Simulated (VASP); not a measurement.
# NaW18S36 (a cell with a defect) in VASP: notebook

NaW18S36 (a cell with a defect) is run at these levels: PBE; tasks: single point.

Program: VASP 6.6.1. These are calculated values, not measurements. Logs are shortened: lines on timing, memory, paths and dates and some standing lists are left out, and cuts for length are marked.

## 1. The cell of the first run

The cell holds a defect, 55 atoms: a = 9.381 Å, b = 9.381 Å, c = 12.165 Å, α = 90.00°, β = 90.00°, γ = 120.00°.

## 2. Single point, PBE

The input, INCAR:

```
  ALGO = Normal
  EDIFF = 1E-6
  ENCUT = 400
  GGA = PE
  GGA_COMPAT = False
  ISIF = 2
  ISMEAR = 0
  LASPH = True
  LCHARG = False
  LREAL = Auto
  LWAVE = False
  NBANDS = 270
  NELECT = 474.0
  NELM = 120
  PREC = Accurate
  SIGMA = 0.01
```

The input, KPOINTS:

```
Automatic mesh
0
Gamma
  1 1 1
  0.25 0.25 0.25
```

The input, POSCAR:

```
NaW18S36
1.0
    9.3812494600     -0.0000000900      0.0000000000
   -4.6906246600      8.1244004000      0.0000000000
    0.0000000000      0.0000000000     12.1647637100
W S Na
18 36 1
Direct
    0.1111111100      0.2222222200      0.2500000000
    0.2222222200      0.1111111100      0.7500000000
    0.1111111100      0.5555555600      0.2500000000
    0.2222222200      0.4444444400      0.7500000000
    0.1111111100      0.8888888900      0.2500000000
    0.2222222200      0.7777777800      0.7500000000
    0.4444444400      0.2222222200      0.2500000000
    0.5555555600      0.1111111100      0.7500000000
    0.4444444400      0.5555555600      0.2500000000
    0.5555555600      0.4444444400      0.7500000000
    0.4444444400      0.8888888900      0.2500000000
    0.5555555600      0.7777777800      0.7500000000
    0.7777777800      0.2222222200      0.2500000000
    0.8888888900      0.1111111100      0.7500000000
    0.7777777800      0.5555555600      0.2500000000
    0.8888888900      0.4444444400      0.7500000000
    0.7777777800      0.8888888900      0.2500000000
    0.8888888900      0.7777777800      0.7500000000
    0.1111111100      0.2222222200      0.6215924400
    0.2222222200      0.1111111100      0.1215924400
    0.1111111100      0.2222222200      0.8784075600
    0.2222222200      0.1111111100      0.3784075600
    0.1111111100      0.5555555600      0.6215924400
    0.2222222200      0.4444444400      0.1215924400
    0.1111111100      0.5555555600      0.8784075600
    0.2222222200      0.4444444400      0.3784075600
    0.1111111100      0.8888888900      0.6215924400
    0.2222222200      0.7777777800      0.1215924400
    0.1111111100      0.8888888900      0.8784075600
    0.2222222200      0.7777777800      0.3784075600
    0.4444444400      0.2222222200      0.6215924400
    0.5555555600      0.1111111100      0.1215924400
    0.4444444400      0.2222222200      0.8784075600
    0.5555555600      0.1111111100      0.3784075600
    0.4444444400      0.5555555600      0.6215924400
    0.5555555600      0.4444444400      0.1215924400
    0.4444444400      0.5555555600      0.8784075600
    0.5555555600      0.4444444400      0.3784075600
    0.4444444400      0.8888888900      0.6215924400
    0.5555555600      0.7777777800      0.1215924400
    0.4444444400      0.8888888900      0.8784075600
    0.5555555600      0.7777777800      0.3784075600
    0.7777777800      0.2222222200      0.6215924400
    0.8888888900      0.1111111100      0.1215924400
    0.7777777800      0.2222222200      0.8784075600
    0.8888888900      0.1111111100      0.3784075600
    0.7777777800      0.5555555600      0.6215924400
    0.8888888900      0.4444444400      0.1215924400
    0.7777777800      0.5555555600      0.8784075600
    0.8888888900      0.4444444400      0.3784075600
    0.7777777800      0.8888888900      0.6215924400
    0.8888888900      0.7777777800      0.1215924400
    0.7777777800      0.8888888900      0.8784075600
    0.8888888900      0.7777777800      0.3784075600
    0.6666670000      0.6666670000      0.0000000000
```

Potentials or basis: VASP PAW PBE potentials, release 64 (W_sv, S, Na_pv).

Launch:

```bash
cat potpaw_PBE.64/W_sv/POTCAR potpaw_PBE.64/S/POTCAR potpaw_PBE.64/Na_pv/POTCAR > POTCAR
mpirun -np 1 vasp_std > vasp.out
```

OUTCAR:

```text
EDIFF = 1E-6
   ENCUT = 400
   GGA = PE
   ISIF = 2
   ISMEAR = 0
   LASPH = True
   LREAL = Auto
   NELECT = 474.0
   NELM = 120
   PREC = Accurate

 ion  position               nearest neighbor table
   1  0.111  0.222  0.250-  44 2.39  46 2.39  24 2.39  26 2.39  20 2.39  22 2.39  17 3.13   7 3.13
                            13 3.13   5 3.13   9 3.13   3 3.13
   2  0.222  0.111  0.750-  31 2.39  33 2.39  27 2.39  29 2.39  19 2.39  21 2.39  18 3.13  14 3.13
                             4 3.13   6 3.13  10 3.13   8 3.13
   3  0.111  0.556  0.250-  48 2.39  50 2.39  28 2.39  30 2.39  24 2.39  26 2.39  11 3.13   9 3.13
                            15 3.13   5 3.13  13 3.13   1 3.13
   4  0.222  0.444  0.750-  35 2.39  37 2.39  19 2.39  21 2.39  23 2.39  25 2.39  14 3.13  16 3.13
                             2 3.13  12 3.13  10 3.13   6 3.13
   5  0.111  0.889  0.250-  52 2.39  54 2.39  20 2.39  22 2.39  28 2.39  30 2.39   7 3.13  15 3.13
                            11 3.13  17 3.13   3 3.13   1 3.13
   6  0.222  0.778  0.750-  39 2.39  41 2.39  23 2.39  25 2.39  27 2.39  29 2.39  18 3.13   2 3.13
                             8 3.13  16 3.13  12 3.13   4 3.13
   7  0.444  0.222  0.250-  20 2.39  22 2.39  36 2.39  38 2.39  32 2.39  34 2.39   5 3.13   1 3.13
                            11 3.13  15 3.13  13 3.13   9 3.13
   8  0.556  0.111  0.750-  43 2.39  45 2.39  39 2.39  41 2.39  31 2.39  33 2.39  16 3.13  14 3.13
                            10 3.13  12 3.13   6 3.13   2 3.13
   9  0.444  0.556  0.250-  24 2.39  26 2.39  40 2.39  42 2.39  36 2.39  38 2.39   3 3.13  11 3.13
[... 40 lines left out ...]
  40  0.556  0.778  0.122-  55 2.33  17 2.39   9 2.39  11 2.39
  41  0.444  0.889  0.878-   6 2.39   8 2.39  12 2.39
  42  0.556  0.778  0.378-  17 2.39   9 2.39  11 2.39
  43  0.778  0.222  0.622-   8 2.39  16 2.39  14 2.39
  44  0.889  0.111  0.122-   1 2.39  17 2.39  13 2.39
  45  0.778  0.222  0.878-   8 2.39  16 2.39  14 2.39
  46  0.889  0.111  0.378-   1 2.39  17 2.39  13 2.39
  47  0.778  0.556  0.622-  10 2.39  18 2.39  16 2.39
  48  0.889  0.444  0.122-   3 2.39  13 2.39  15 2.39
  49  0.778  0.556  0.878-  55 2.33  10 2.39  18 2.39  16 2.39
  50  0.889  0.444  0.378-   3 2.39  13 2.39  15 2.39
  51  0.778  0.889  0.622-  12 2.39  14 2.39  18 2.39
  52  0.889  0.778  0.122-  55 2.33   5 2.39  15 2.39  17 2.39
  53  0.778  0.889  0.878-  55 2.33  12 2.39  14 2.39  18 2.39
  54  0.889  0.778  0.378-   5 2.39  15 2.39  17 2.39
  55  0.667  0.667  0.000-  52 2.33  53 2.33  40 2.33  49 2.33  37 2.33  36 2.33

  LATTYP: Found a hexagonal cell.
 ALAT       =     9.3812494600
 C/A-ratio  =     1.2967103968

  Lattice vectors:

 A1 = (   9.3812494600,  -0.0000000900,   0.0000000000)
 A2 = (  -4.6906246600,   8.1244004000,   0.0000000000)
 A3 = (   0.0000000000,   0.0000000000,  12.1647637100)

Analysis of symmetry for initial positions (statically):
=====================================================================
 Subroutine PRICEL returns:
 Original cell was already a primitive cell.

 Routine SETGRP: Setting up the symmetry group for a
 hexagonal supercell.

 Subroutine GETGRP returns: Found 12 space group operations
 (whereof  2 operations were pure point group operations)
 out of a pool of 24 trial point group operations.

The static configuration has the point symmetry C_2 .
 The point group associated with its full space group is D_3d.

Analysis of symmetry for dynamics (positions and initial velocities):
=====================================================================
 Subroutine PRICEL returns:
 Original cell was already a primitive cell.

 Routine SETGRP: Setting up the symmetry group for a
 hexagonal supercell.

 Subroutine GETGRP returns: Found 12 space group operations
 (whereof  2 operations were pure point group operations)
 out of a pool of 24 trial point group operations.

The dynamic configuration has the point symmetry C_2 .
 The point group associated with its full space group is D_3d.

 Subroutine INISYM returns: Found 12 space group operations
 (whereof  2 operations are pure point group operations),
 and found     1 'primitive' translations

----------------------------------------------------------------------------------------

                                     Primitive cell

[... 125 lines left out ...]
----------------------------------------------------------------------------------------

 KPOINTS: Automatic mesh

Automatic generation of k-mesh.
 Grid dimensions read from file:
 generate k-points for:    1    1    1

 Generating k-lattice:

  Cartesian coordinates                     Fractional coordinates (reciprocal lattice)
     0.106595610  0.061543003  0.000000000     1.000000000 -0.000000000  0.000000000
     0.000000001  0.123086007  0.000000000     0.000000000  1.000000000  0.000000000
     0.000000000  0.000000000  0.082204638     0.000000000  0.000000000  1.000000000

  Length of vectors
     0.123086007  0.123086007  0.082204638

  Shift w.r.t. Gamma in fractional coordinates (k-lattice)
     0.250000000  0.250000000  0.250000000

 Subroutine IBZKPT returns following result:
 ===========================================

 Found      1 irreducible k-points:

 Following reciprocal coordinates:
            Coordinates               Weight
  0.250000  0.250000  0.250000     12.000000
   k-points           NKPTS =      1   k-points in BZ     NKDIM =      1   number of bands    NBANDS=    270
   number of dos      NEDOS =    301   number of ions     NIONS =     55
   total plane-waves  NPLWV = 327680
   dimension x,y,z NGX =    64 NGY =   64 NGZ =   80
   dimension x,y,z NGXF=   128 NGYF=  128 NGZF=  160
   ions per type =              18  36   1
   NGX,Y,Z   is equivalent  to a cutoff of  11.34, 11.34, 10.93 a.u.
   NGXF,Y,Z  is equivalent  to a cutoff of  22.68, 22.68, 21.87 a.u.
 SYSTEM =  unknown system
   PREC   = accura    normal or accurate (medium, high low for compatibility)
   ISTART =      0    job   : 0-new  1-cont  2-samecut
   ICHARG =      2    charge: 1-file 2-atom 10-const
   ISPIN  =      1    spin polarized calculation?
   LNONCOLLINEAR =      F non collinear calculations
   LSORBIT =      F    spin-orbit coupling
   LASPH  =      T    aspherical Exc in radial PAW
   ENCUT  =  400.0 eV  29.40 Ry    5.42 a.u.  15.30 15.30 19.84*2*pi/ulx,y,z
   NELM   =    120;   NELMIN=  2; NELMDL= -5     # of ELM steps
   EDIFF  = 0.1E-05   stopping-criterion for ELM
   LREAL  =      T    real-space projection
   EDIFFG = 0.1E-04   stopping-criterion for IOM
   NSW    =      0    number of steps for IOM
   IBRION =     -1    ionic relax: 0-MD 1-quasi-New 2-CG
   NFREE  =      0    steps in history (QN), initial steepest desc. (CG)
   ISIF   =      2    stress and relaxation
   ISYM   =      2    0-nonsym 1-usesym 2-fastsym
   POTIM  = 0.5000    time-step for ionic-motion
   TEBEG  =    0.0;   TEEND  =   0.0 temperature during run
   PSTRESS=    0.0 pullay stress
   NELECT =     474.0000    total number of electrons
   NUPDOWN=      -1.0000    fix difference up-down
   EMIN   =  10.00;   EMAX   =-10.00  energy-range for DOS
   EFERMI =   0.00;   METHOD = LEGACY
   ISMEAR =     0;   SIGMA  =   0.01  broadening in eV -4-tet -1-fermi 0-gaus
   EFERMI_NEDOS =   21; number of points for ismear=-14 and -15
   IALGO  =     38    algorithm
   IMIX   =      4    mixing-type and parameters
     AMIX     =   0.40;   BMIX     =  1.00
     AMIX_MAG =   1.60;   BMIX_MAG =  1.00
  volume/ion in A,a.u.               =      16.86       113.76
  Fermi-wavevector in a.u.,A,eV,Ry     =   1.309028  2.473705 23.314334  1.713555
  Thomas-Fermi vector in A             =   2.439655
   LORBIT       =      0    0 simple, 1 ext, 2 COOP (PROOUT), +10 PAW based schemes
   GGA     = PE    functional components
   LHFCALC =     F    Hartree Fock is set to
   AEXX    =    0.0000 exact exchange contribution
   IVDW    =     0    specifies the selected vdW correction
   LEPSILON=     F    determine dielectric tensor
   LRPA    =     F    only Hartree local field effects (RPA)
 non-spin polarized calculation
 Gauss-broadening in eV      SIGMA  =   0.01
  energy-cutoff  :      400.00
  volume of cell :      927.16
 maximum number of plane-waves:     16845
 NGX is ok and might be reduce to    64
   NGX = 31   NGY = 31   NGZ = 39

 number of electron     473.9999923 magnetization

 Free energy of the ion-electron system (eV)
  ---------------------------------------------------
  ext. energy  EPLUGINS =         0.00000000
  ---------------------------------------------------
  free energy    TOTEN  =      -432.65477120 eV

  energy without entropy =     -432.65477120  energy(sigma->0) =     -432.65477120

 E-fermi :   7.4947     XC(G=0): -11.1791

 val. band max:        7.3023209194   @ k =   0.2500   0.2500   0.2500
 cond. band min:       9.2414055723   @ k =   0.2500   0.2500   0.2500
 fundamental gap:      1.9390846529
 Fermi energy:         7.4946509191

 k-point     1 :       0.2500    0.2500    0.2500
  band No.  band energies     occupation
      1     -66.6263      2.00000
      2     -66.6263      2.00000
      3     -66.6232      2.00000
      4     -66.6232      2.00000
      5     -66.6177      2.00000
      6     -66.6177      2.00000
[... 241 lines left out ...]
    248       9.9611      0.00000
    249       9.9687      0.00000
 [bands above 249 left out]

------------------------ aborting loop because EDIFF is reached ----------------------------------------

  FORCE on cell =-STRESS in cart. coord.  units (eV):
  Direction    XX          YY          ZZ          XY          YZ          ZX
  --------------------------------------------------------------------------------------
  -------------------------------------------------------------------------------------
  Total       44.3692184     44.3692184     51.6697656     -0.0000000     -0.0000000     -0.0000000
  in kB       76.6719806     76.6719807     89.2876506     -0.0000001     -0.0000000     -0.0000000
  external PRESSURE =      80.8772039 kB  Pullay stress =       0.0000000 kB

 VOLUME and BASIS-vectors are now :
 -----------------------------------------------------------------------------
  energy-cutoff  :      400.00
  volume of cell :      927.16
      direct lattice vectors                 reciprocal lattice vectors
     9.381249460 -0.000000090  0.000000000     0.106595610  0.061543003  0.000000000
    -4.690624660  8.124400400  0.000000000     0.000000001  0.123086007  0.000000000
     0.000000000  0.000000000 12.164763710     0.000000000  0.000000000  0.082204638

 POSITION                                       TOTAL-FORCE (eV/Angst)
 -----------------------------------------------------------------------------------
      0.00000      1.80542      3.04119         0.024097     -0.013912     -0.027653
      1.56354      0.90271      9.12357        -0.024097      0.013912      0.027653
     -1.56354      4.51356      3.04119         0.000000      0.027824     -0.027653
      0.00000      3.61084      9.12357        -0.051641     -0.029815      0.060935
     -3.12708      7.22169      3.04119         0.051641      0.029815     -0.060935
     -1.56354      6.31898      9.12357        -0.000000     -0.027824      0.027653
[... 47 lines left out ...]
      4.69062      6.31898      4.60324        -0.005995     -0.003461      0.585539
      3.12708      5.41627      0.00000        -0.000000     -0.000000      0.000000
 -----------------------------------------------------------------------------------
    total drift:                                0.056891      0.098538      0.000000

  FREE ENERGIE OF THE ION-ELECTRON SYSTEM (eV)
  ---------------------------------------------------
  free  energy   TOTEN  =      -432.6547712015 eV

  energy  without entropy=     -432.6547712015  energy(sigma->0) =     -432.65477120
```

It took 15 min on 1 thread of Intel Xeon 8259CL, shared host; peak memory 0.73 GiB.

Results:

```
Free energy   : -432.6548 eV
Largest force : 1.636 eV/Å
```

Forces in eV/Å, atoms in the order of the input:
```
W    0.024 -0.014 -0.028
W   -0.024  0.014  0.028
W    0.000  0.028 -0.028
W   -0.052 -0.030  0.061
W    0.052  0.030 -0.061
W    0.000 -0.028  0.028
W    0.000 -0.060 -0.061
W    0.024  0.014  0.028
W   -0.087 -0.050  0.137
W    0.000 -0.100 -0.137
W   -0.052  0.030 -0.061
W   -0.087  0.050 -0.137
W   -0.024 -0.014 -0.028
W    0.000  0.060  0.061
W    0.087 -0.050  0.137
W    0.052 -0.030  0.061
W    0.000  0.100  0.137
W    0.087  0.050 -0.137
S   -0.017  0.010 -0.597
S   -0.009  0.005 -0.582
S    0.009 -0.005  0.582
S    0.017 -0.010  0.597
S    0.000 -0.020 -0.597
S   -0.053 -0.031 -0.577
S    0.000  0.011  0.582
S    0.015  0.009  0.591
S   -0.015 -0.009 -0.591
S    0.000 -0.011 -0.582
S    0.053  0.031  0.577
S    0.000  0.020  0.597
S    0.000  0.017 -0.591
S    0.009  0.005 -0.582
S    0.000 -0.061  0.577
S   -0.017 -0.010  0.597
S    0.006  0.003 -0.586
S    0.000 -1.539  0.556
S   -1.333 -0.769 -0.556
S    0.000  0.007  0.586
S    0.015 -0.009 -0.591
S   -1.333  0.769  0.556
S   -0.053  0.031  0.577
S    0.006 -0.003  0.586
S    0.017  0.010 -0.597
S    0.000  0.061 -0.577
S   -0.009 -0.005  0.582
S    0.000 -0.017  0.591
S   -0.006  0.003 -0.586
S    0.053 -0.031 -0.577
S    1.333 -0.769 -0.556
S   -0.015  0.009  0.591
S    0.000 -0.007 -0.586
S    1.333  0.769  0.556
S    0.000  1.539 -0.556
S   -0.006 -0.003  0.586
Na   0.000  0.000  0.000
```

Levels at points of the mesh, in eV from the Fermi level:
| k point | band 233 | band 234 | band 235 | band 236 | band 237 | band 238 | band 239 | band 240 | band 241 | band 242 |
| --- | --- | --- | --- | --- | --- | --- | --- | --- | --- | --- |
| (0.25, 0.25, 0.25) | -0.75 | -0.73 | -0.53 | -0.48 | -0.19 | 1.75 | 1.75 | 1.85 | 1.85 | 2.06 |

Caveat: the k points lie up to 0.77 Å⁻¹ apart; the cell carries a net charge on a neutralising background, which shifts energy and pressure; the cell is charged against a uniform background, so pressure and absolute levels hang on convention; spin-orbit coupling is left out, which moves the levels of the heavy elements.

(Continued in part 2 of 2.)
